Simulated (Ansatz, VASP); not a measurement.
Two plane-wave programs on KCl

The input POSCAR:

```
KCl
1.0
    4.3400777943      0.0000000000      0.0000000000
   -2.1700388972      3.7586176243      0.0000000000
    0.0000000000      0.0000000000      7.6359720973
K Cl
2 2
Direct
    0.0000000000      0.0000000000      0.0000000000
    0.0000000000      0.0000000000      0.5000000000
    0.3333333333      0.6666666667      0.2500000000
    0.6666666667      0.3333333333      0.7500000000
```

Contents of INCAR.step1:

```
PREC     = Accurate       # precision mode
ENCUT    = 520            # plane-wave cutoff, eV
ISMEAR   = 0              # smearing method
SIGMA    = 0.01           # smearing width, eV
LREAL    = F              # projectors in reciprocal space
LASPH    = T              # aspherical terms in the spheres
NELM     = 80             # most SCF steps
NBANDS   = 24             # bands
GGA      = PE             # functional
ALGO     = Normal         # electronic algorithm
EDIFF    = 1E-4           # SCF threshold, eV
LWAVE    = T              # write WAVECAR
LCHARG   = F              # write CHGCAR
```

File INCAR.step2:

```
PREC     = Accurate       # precision mode
ENCUT    = 520            # plane-wave cutoff, eV
EDIFF    = 1E-6           # SCF threshold, eV
ISMEAR   = 0              # smearing method
SIGMA    = 0.01           # smearing width, eV
LREAL    = F              # projectors in reciprocal space
LASPH    = T              # aspherical terms in the spheres
NELM     = 80             # most SCF steps
ALGO     = Normal         # electronic algorithm
ISIF     = 2              # what is computed and relaxed
LWAVE    = F              # write WAVECAR
LCHARG   = T              # write CHGCAR
METAGGA  = R2SCAN         # meta-GGA
LMIXTAU  = T            
LELF     = T              # ELF
LVHAR    = T            
NBANDS   = 24             # bands
ISTART   = 1
```

KPOINTS

```
Automatic mesh
0
Gamma
  12 12 4
```

Input for Ansatz:

```yaml
crystal:
  lattice:
    - [4.3400777943, 0.0, 0.0]
    - [-2.1700388972, 3.7586176243, 0.0]
    - [0.0, 0.0, 7.6359720973]
  atoms:
    - { symbol: K, position: [0.0, 0.0, 0.0] }
    - { symbol: K, position: [0.0, 0.0, 0.5] }
    - { symbol: Cl, position: [0.3333333333, 0.6666666667, 0.25] }
    - { symbol: Cl, position: [0.6666666667, 0.3333333333, 0.75] }
kpoints:
  mp_grid: { grid: [12, 12, 4] }
  band_path:
    path:
      - [0.0, 0.0, 0.0]
      - [0.5, 0.0, 0.0]
      - [0.3333333333, 0.3333333333, 0.0]
      - [0.0, 0.0, 0.5]
      - [0.5, 0.0, 0.5]
      - [0.3333333333, 0.3333333333, 0.5]
    npoints: 1
hamiltonian:
  xc: r2scan
scf:
  occupations: { method: fixed }
  n_extra_bands: 5
output:
  forces: true
  stress: true
  eigenvalues: true
```

Alike in both runs: task single point; functional r2SCAN; k mesh 12 × 12 × 4; no spin polarisation.

```csv
,VASP,Ansatz
version,VASP 6.6.1,Ansatz 0.2.0
potentials or method,"VASP PAW PBE potentials, release 64 (K_sv, Cl)","plane waves, PAW"
plane-wave cutoff (eV),520,500
occupations,"gaussian, width 0.01 eV",fixed
valence electrons in the cell,32,32
```

```tsv
	VASP	Ansatz	Ansatz less VASP
gap on the k mesh at the Fermi level (eV)	5.77	5.76	-0.004
pressure (GPa)	0.0	0.0	+0.03
```

VASP's potentials were made for PBE, not for r2SCAN.
